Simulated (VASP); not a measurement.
Input of a VASP 6.6.1 run:

File INCAR:

```
PREC = Accurate
ENCUT = 600
EDIFF = 1E-6
ISMEAR = -1
SIGMA = 0.05
LREAL = F
LASPH = T
NELM = 60
ALGO = Normal
ISIF = 3
LWAVE = F
LCHARG = F
GGA = PS
IBRION = 2
NSW = 80
EDIFFG = -0.01
PSTRESS = 200.0
```

KPOINTS

```
Automatic mesh
0
Gamma
  8 8 8
```

File POSCAR:

```
InAs
1.0
    0.0000000000      3.0180000000      3.0180000000
    3.0180000000      0.0000000000      3.0180000000
    3.0180000000      3.0180000000      0.0000000000
In As
1 1
Direct
    0.0000000000      0.0000000000      0.0000000000
    0.7500000000      0.7500000000      0.7500000000
```

Potentials or basis: VASP PAW PBE potentials, release 64 (In_d, As).

Launch:

```sh
$ cat potpaw_PBE.64/In_d/POTCAR potpaw_PBE.64/As/POTCAR > POTCAR
$ mpirun -np 1 vasp_std > vasp.out
```

(1) What does it give for the relaxed cell?

(2) What does it give for the relaxed volume?

## Answers

(1) a = 4.007 Å, b = 4.007 Å, c = 4.007 Å, α = 60.00°, β = 60.00°, γ = 60.00°.

(2) 22.75 Å³/atom.

Caveat: the cell is relaxed towards a set pressure, so the enthalpy falls and the energy may rise; the volume moved by over 15 % at a fixed basis, so the end points are rough; the PAW data sets were made with another functional, which shifts forces and pressure a little.
